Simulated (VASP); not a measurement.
# Ti2O (P-3m1) in VASP: a series of runs, part 2 of 2

VASP 6.6.1.

## (4) Single point, PBEsol (biaxial strain in the a-b plane: +1.0 %, then relaxed in part)

INCAR reads:

```
SYSTEM = Ti2O
ALGO = Normal ; EDIFF = 1E-7
ENCUT = 520 ; GGA = PS
ISIF = 2 ; ISMEAR = 0
LASPH = .True. ; LCHARG = .False.
LREAL = .False. ; LWAVE = .False.
NBANDS = 22 ; NELM = 60
PREC = Accurate ; SIGMA = 0.1
```

KPOINTS reads:

```
k-points
0
Gamma
  24 24 12
  0 0 0
```

POSCAR reads:

```
Ti2O
1.0
    2.9824814979      0.0000000000      0.0000000000
   -1.4912407489      2.5829047435      0.0000000000
    0.0000000000      0.0000000000      4.6907791990
Ti O
2 1
Direct
    0.6666666667      0.3333333333      0.2606133359
    0.3333333333      0.6666666667      0.7393866641
    0.0000000000      0.0000000000      0.0000000000
```

Potentials or basis: VASP PAW PBE potentials, release 64 (Ti_sv, O).

Started as:

```bash
cat potpaw_PBE.64/Ti_sv/POTCAR potpaw_PBE.64/O/POTCAR > POTCAR
mpirun -np 1 vasp_std > vasp.out
```

OUTCAR:

```text
SYSTEM = Ti2O
   EDIFF = 1E-7
   ENCUT = 520
   GGA = PS
   ISIF = 2
   ISMEAR = 0
   LASPH = .True.
   LREAL = .False.
   NELM = 60
   PREC = Accurate

 ion  position               nearest neighbor table
   1  0.667  0.333  0.261-   3 2.11   3 2.11   3 2.11   2 2.83   2 2.83   2 2.83
   2  0.333  0.667  0.739-   3 2.11   3 2.11   3 2.11   1 2.83   1 2.83   1 2.83
   3  0.000  0.000  0.000-   1 2.11   2 2.11   2 2.11   1 2.11   1 2.11   2 2.11

  LATTYP: Found a hexagonal cell.
 ALAT       =     2.9824814979
 C/A-ratio  =     1.5727773005

  Lattice vectors:

 A1 = (   2.9824814979,   0.0000000000,   0.0000000000)
 A2 = (  -1.4912407489,   2.5829047435,   0.0000000000)
 A3 = (   0.0000000000,   0.0000000000,   4.6907791990)

Analysis of symmetry for initial positions (statically):
=====================================================================
 Subroutine PRICEL returns:
 Original cell was already a primitive cell.

 Routine SETGRP: Setting up the symmetry group for a
 hexagonal supercell.
[... 166 lines left out ...]
  free energy    TOTEN  =       -27.60609107 eV

  energy without entropy =      -27.60068219  energy(sigma->0) =      -27.60338663

 E-fermi :   9.8765     XC(G=0): -12.5088

 val. band max:        9.8751037433   @ k =   0.4583   0.0417   0.4167
 cond. band min:       9.8771577028   @ k =   0.1667   0.0000   0.2500
 fundamental gap:      0.0020539595
 Fermi energy:         9.8765492844

 k-point     1 :       0.0000    0.0000    0.0000
  band No.  band energies     occupation
      1     -47.1163      2.00000
      2     -46.9792      2.00000
      3     -23.8849      2.00000
      4     -23.2413      2.00000
      5     -23.2413      2.00000
      6     -23.1493      2.00000
[... 589 lines left out ...]
     21      12.8481      0.00000
     22      12.9323      0.00000

 [... further k-points ...]

------------------------ aborting loop because EDIFF is reached ----------------------------------------

  FORCE on cell =-STRESS in cart. coord.  units (eV):
  Direction    XX          YY          ZZ          XY          YZ          ZX
  --------------------------------------------------------------------------------------
  -------------------------------------------------------------------------------------
  Total       -0.6913836     -0.6913836      0.0695206     -0.0000000      0.0000000      0.0000000
  in kB      -30.6548004    -30.6548004      3.0824277     -0.0000000      0.0000000      0.0000000
  external PRESSURE =     -19.4090577 kB  Pullay stress =       0.0000000 kB

 VOLUME and BASIS-vectors are now :
 -----------------------------------------------------------------------------
  energy-cutoff  :      520.00
  volume of cell :       36.14
      direct lattice vectors                 reciprocal lattice vectors
     2.982481498  0.000000000  0.000000000     0.335291267  0.193580503  0.000000000
    -1.491240749  2.582904743  0.000000000     0.000000000  0.387161006  0.000000000
     0.000000000  0.000000000  4.690779199     0.000000000  0.000000000  0.213184198

 POSITION                                       TOTAL-FORCE (eV/Angst)
 -----------------------------------------------------------------------------------
      1.49124      0.86097      1.22248        -0.000000      0.000000      0.047138
     -0.00000      1.72194      3.46830         0.000000     -0.000000     -0.047138
      0.00000      0.00000      0.00000        -0.000000      0.000000      0.000000
 -----------------------------------------------------------------------------------
    total drift:                               -0.000000      0.000000     -0.000000

  FREE ENERGIE OF THE ION-ELECTRON SYSTEM (eV)
  ---------------------------------------------------
  free  energy   TOTEN  =       -27.6060910726 eV

  energy  without entropy=      -27.6006821877  energy(sigma->0) =      -27.60338663
```

stdout:

```text
POSCAR found type information on POSCAR TiO
 POSCAR found :  2 types and       3 ions
 scaLAPACK will be used
 -----------------------------------------------------------------------------
|                                                                             |
|                                                                             |
|     You enforced a specific xc type in the INCAR file but a different       |
|     I HOPE YOU KNOW WHAT YOU ARE DOING!                                     |
|                                                                             |
 -----------------------------------------------------------------------------

 LDA part: xc-table for (Slater+PW92), standard interpolation
 POSCAR, INCAR and KPOINTS ok, starting setup
 FFT: planning ... GRIDC
 FFT: planning ... GRID_SOFT
 FFT: planning ... GRID
 WAVECAR not read
 entering main loop
```

Wall time 14 min (1 thread of Oxide Virtual Turin-like, shared host); peak memory 0.5 GiB.

Results:

```yaml
Free_energy: -27.6061 eV
Pressure: -1.9 GPa
Largest_force: 0.047 eV/Å
Band_gap_on_the_k_mesh: zero (band 15 reaches 10.31 eV, above the bottom of band 16 at 9.57 eV)
```

Forces on the atoms (eV/Å):
```
Ti   0.000  0.000  0.047
Ti   0.000  0.000 -0.047
O    0.000  0.000  0.000
```

Stress tensor (GPa, compression positive):
```
-3.07  0.00  0.00
 0.00 -3.07  0.00
 0.00  0.00  0.31
```

Levels at points of the mesh, in eV from the Fermi level:
```tsv
k point	band 11	band 12	band 13	band 14	band 15	band 16	band 17	band 18	band 19	band 20
(0.00, 0.00, 0.00)	-6.44	-6.44	-3.63	0.04	0.25	0.55	0.55	0.92	0.92	1.20
(0.50, 0.00, 0.00)	-7.06	-6.79	-2.65	-1.31	-0.55	1.42	1.67	2.80	2.84	2.84
(0.00, 0.00, 0.50)	-6.51	-6.51	-1.72	-1.43	0.02	0.02	1.32	2.03	2.03	2.04
(0.50, 0.00, 0.50)	-7.11	-6.72	-1.67	-1.22	-0.62	-0.06	1.07	2.52	2.72	2.84
```

Caveat: the cell differs from its parent crystal (biaxial strain in the a-b plane: +1.0 %, then relaxed in part); the PAW data sets were made with another functional, which shifts forces and pressure a little.

## (5) Overview

| cell | gap on the mesh (eV) | pressure (GPa) | largest force (eV/Å) |
| --- | --- | --- | --- |
| a = 2.923, b = 2.923, c = 4.752 Å, angles 90.0, 90.0, 120.0°, 3 atoms | none | 3.3 | 0.21 |
| a = 2.953, b = 2.953, c = 4.724 Å, angles 90.0, 90.0, 120.0°, 3 atoms | none | 0.4 | 0.05 |
| a = 2.982, b = 2.982, c = 4.691 Å, angles 90.0, 90.0, 120.0°, 3 atoms | none | -1.9 | 0.05 |

Alike in all rows: task single point; level PBEsol; potentials or basis VASP PAW PBE potentials, release 64 (Ti_sv, O); no spin polarisation; k mesh 24 × 24 × 12; cutoff (eV) 520; smearing gaussian 0.1 eV.

Caveats: the PAW data sets were made with another functional, which shifts forces and pressure a little.

Total energies depend on the potentials used, so only differences within one code and one set of settings carry meaning.
